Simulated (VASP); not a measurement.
# SiW6 in VASP: single point with PBE+D3(BJ)

Aim: the single point of SiW6 with PBE+D3(BJ).

All numbers are computed with VASP 6.6.1; they aren't measurements. Logs are shortened: lines on timing, memory, paths and dates and some standing lists are left out, and cuts for length are marked.

### Step 1. The cell of the first run

The cell holds a slab with vacuum, 7 atoms: a = 4.468 Å, b = 4.468 Å, c = 21.626 Å, α = 90.00°, β = 90.00°, γ = 120.00°.

### Step 2. Single point, PBE+D3(BJ)

Input file INCAR:

```
PREC = Accurate ; ENCUT = 520
EDIFF = 1E-6 ; ISMEAR = 0
SIGMA = 0.1 ; LREAL = False
LASPH = True ; NELM = 60
ALGO = Normal ; ISIF = 2
LWAVE = False ; LCHARG = False
LDIPOL = True ; IDIPOL = 3
DIPOL = 0.5 0.5 0.323 ; GGA = PE
IVDW = 12 ; NBANDS = 53
```

Input file KPOINTS:

```
regular mesh
0
Gamma
  6 6 1
```

Input file POSCAR:

```
SiW6
1.0
    4.4682526257      0.0000000000      0.0000000000
   -2.2341263128      3.8696202844      0.0000000000
    0.0000000000      0.0000000000     21.6259061357
W Si
6 1
Direct
    0.6666666667      0.3333333333      0.1849633479
    0.3333333333      0.6666666667      0.2271386095
    0.0000000000      0.0000000000      0.2693138710
    0.6666666667      0.3333333333      0.3085097946
    0.3333333333      0.6666666667      0.3483008428
    0.0000000000      0.0000000000      0.3849968683
    0.0000000000      0.2222222222      0.5375916303
```

Potentials or basis: VASP PAW PBE potentials, release 64 (W_sv, Si).

Command:

```bash
$ cat potpaw_PBE.64/W_sv/POTCAR potpaw_PBE.64/Si/POTCAR > POTCAR
$ mpirun -np 1 vasp_std > vasp.out
```

OUTCAR:

```text
PREC = Accurate
   ENCUT = 520
   EDIFF = 1E-6
   ISMEAR = 0
   LREAL = False
   LASPH = True
   NELM = 60
   ISIF = 2
   GGA = PE
   IVDW = 12
 IVDW          = 12

 ion  position               nearest neighbor table
   1  0.667  0.333  0.185-   4 2.67   2 2.74   2 2.74   2 2.74   3 3.16   3 3.16   3 3.16
   2  0.333  0.667  0.227-   5 2.62   3 2.74   3 2.74   3 2.74   1 2.74   1 2.74   1 2.74   4 3.12
                             4 3.12   4 3.12
   3  0.000  0.000  0.269-   6 2.50   4 2.72   4 2.72   4 2.72   2 2.74   2 2.74   2 2.74   5 3.09
                             5 3.09   5 3.09   1 3.16   1 3.16   1 3.16
   4  0.667  0.333  0.309-   1 2.67   3 2.72   3 2.72   3 2.72   5 2.72   5 2.72   5 2.72   6 3.06
                             6 3.06   6 3.06   2 3.12   2 3.12   2 3.12
   5  0.333  0.667  0.348-   2 2.62   6 2.70   6 2.70   6 2.70   4 2.72   4 2.72   4 2.72   3 3.09
                             3 3.09   3 3.09
   6  0.000  0.000  0.385-   3 2.50   5 2.70   5 2.70   5 2.70   4 3.06   4 3.06   4 3.06
   7  0.000  0.222  0.538-

  LATTYP: Found a hexagonal cell.
 ALAT       =     4.4682526257
 C/A-ratio  =     4.8399022945

  Lattice vectors:

 A1 = (   4.4682526257,   0.0000000000,   0.0000000000)
 A2 = (  -2.2341263128,   3.8696202844,   0.0000000000)
 A3 = (   0.0000000000,   0.0000000000,  21.6259061357)

Analysis of symmetry for initial positions (statically):
=====================================================================
 Subroutine PRICEL returns:
 Original cell was already a primitive cell.

 Routine SETGRP: Setting up the symmetry group for a
 hexagonal supercell.

 Subroutine GETGRP returns: Found  1 space group operations
 (whereof  1 operations were pure point group operations)
 out of a pool of 24 trial point group operations.

The static configuration has the point symmetry C_1 .

Analysis of symmetry for dynamics (positions and initial velocities):
=====================================================================
 Subroutine PRICEL returns:
 Original cell was already a primitive cell.

 Routine SETGRP: Setting up the symmetry group for a
 hexagonal supercell.

 Subroutine GETGRP returns: Found  1 space group operations
 (whereof  1 operations were pure point group operations)
 out of a pool of 24 trial point group operations.

The dynamic configuration has the point symmetry C_1 .

 Subroutine INISYM returns: Found  1 space group operations
 (whereof  1 operations are pure point group operations),
 and found     1 'primitive' translations

----------------------------------------------------------------------------------------

[... 112 lines left out ...]
   ISMEAR =     0;   SIGMA  =   0.10  broadening in eV -4-tet -1-fermi 0-gaus
   EFERMI_NEDOS =   21; number of points for ismear=-14 and -15
   IALGO  =     38    algorithm
   IMIX   =      4    mixing-type and parameters
     AMIX     =   0.40;   BMIX     =  1.00
     AMIX_MAG =   1.60;   BMIX_MAG =  1.00
  volume/ion in A,a.u.               =      53.42       360.48
  Fermi-wavevector in a.u.,A,eV,Ry     =   1.010747  1.910034 13.899828  1.021609
  Thomas-Fermi vector in A             =   2.143754
   LORBIT       =      0    0 simple, 1 ext, 2 COOP (PROOUT), +10 PAW based schemes
   GGA     = PE    functional components
   LHFCALC =     F    Hartree Fock is set to
   AEXX    =    0.0000 exact exchange contribution
   IVDW    =    12    specifies the selected vdW correction
   LEPSILON=     F    determine dielectric tensor
   LRPA    =     F    only Hartree local field effects (RPA)
 non-spin polarized calculation
 Gauss-broadening in eV      SIGMA  =   0.10
  energy-cutoff  :      520.00
  volume of cell :      373.92
 maximum number of plane-waves:     10113
 NGX is ok and might be reduce to    36
   NGX = 17   NGY = 17   NGZ = 81

 dipolmoment           0.000000      0.000000     -0.682248 electrons x Angstroem

 number of electron      88.0000001 magnetization

 dipolmoment           0.000000      0.000000      0.067249 electrons x Angstroem

 Free energy of the ion-electron system (eV)
  ---------------------------------------------------
  ext. energy  EPLUGINS =         0.00000000
  ---------------------------------------------------
  free energy    TOTEN  =       -71.94092122 eV

  energy without entropy =      -71.89891049  energy(sigma->0) =      -71.91991585

 E-fermi :   0.3403     XC(G=0):  -5.4653

 val. band max:        0.3266592733   @ k =   0.5000   0.3333   0.0000
 cond. band min:       0.3449253059   @ k =  -0.3333   0.5000   0.0000
 fundamental gap:      0.0182660326
 Fermi energy:         0.3403163895

 k-point     1 :       0.0000    0.0000    0.0000
  band No.  band energies     occupation
      1     -73.6897      2.00000
      2     -73.5673      2.00000
      3     -73.5405      2.00000
      4     -73.4786      2.00000
      5     -73.3816      2.00000
      6     -73.3217      2.00000
[... 1109 lines left out ...]
     52       1.7801      0.00000
     53       1.9081      0.00000

------------------------ aborting loop because EDIFF is reached ----------------------------------------

 vacuum level on the upper side and lower side of the slab       (xc-potential included)         0.098        -0.538

 Edisp (eV)   -2.76455

 E8    (eV) :    -1.4504

  FORCE on cell =-STRESS in cart. coord.  units (eV):
  Direction    XX          YY          ZZ          XY          YZ          ZX
  --------------------------------------------------------------------------------------
  -------------------------------------------------------------------------------------
  Total      -8.10902    -8.40535    -7.83099    -0.04764    -0.10493     0.27238
  in kB     -34.74549   -36.01522   -33.55420    -0.20414    -0.44962     1.16708
  external pressure =      -34.77 kB  Pullay stress =        0.00 kB

 VOLUME and BASIS-vectors are now :
 -----------------------------------------------------------------------------
  energy-cutoff  :      520.00
  volume of cell :      373.92
      direct lattice vectors                 reciprocal lattice vectors
     4.468252626  0.000000000  0.000000000     0.223801133  0.129211644  0.000000000
    -2.234126313  3.869620284  0.000000000     0.000000000  0.258423289  0.000000000
     0.000000000  0.000000000 21.625906136     0.000000000  0.000000000  0.046240837

 POSITION                                       TOTAL-FORCE (eV/Angst)
 -----------------------------------------------------------------------------------
      2.23413      1.28987      4.00000        -0.013893      0.069744      2.142033
     -0.00000      2.57975      4.91208         0.037259     -0.030733     -0.634056
      0.00000      0.00000      5.82416        -0.019529      0.037358     -1.983575
      2.23413      1.28987      6.67180        -0.018037     -0.107554     -0.025115
     -0.00000      2.57975      7.53232         0.043956     -0.197439      0.363484
      0.00000      0.00000      8.32591        -0.119375      0.273989      1.756686
     -0.49647      0.85992     11.62591         0.089620     -0.045365     -1.619456
 -----------------------------------------------------------------------------------
    total drift:                                0.000035     -0.000114     -0.000289

  FREE ENERGIE OF THE ION-ELECTRON SYSTEM (eV)
  ---------------------------------------------------
  free  energy   TOTEN  =       -74.7054724514 eV

  energy  without entropy=      -74.6634617220  energy(sigma->0) =      -74.68446709

 vacuum level on the upper side and lower side of the slab         4.727         4.075
```

stdout:

```text
POSCAR found type information on POSCAR W Si
 POSCAR found :  2 types and       7 ions
 scaLAPACK will be used
 LDA part: xc-table for (Slater+PW92), standard interpolation
 POSCAR, INCAR and KPOINTS ok, starting setup
 FFT: planning ... GRIDC
 FFT: planning ... GRID_SOFT
 FFT: planning ... GRID
 WAVECAR not read
 entering main loop
```

Wall time 15 min (1 thread of Intel Xeon Platinum 8259CL at 2.50GHz (Skylake/Cascade Lake), shared host); peak memory 0.68 GiB.

What came out:

```
Free energy                : -74.7055 eV
Largest force              : 2.143 eV/Å
Band gap on the k mesh     : zero (band 44 reaches 0.46 eV, above the bottom of band 45 at 0.21 eV)
Dispersion energy per atom : -0.395 eV
```

Forces in eV/Å, atoms in the order of the input:
```
W   -0.014  0.070  2.142
W    0.037 -0.031 -0.634
W   -0.020  0.037 -1.984
W   -0.018 -0.108 -0.025
W    0.044 -0.197  0.363
W   -0.119  0.274  1.757
Si   0.090 -0.045 -1.619
```

Caveat: spin-orbit coupling is left out, which moves the levels of the heavy elements.
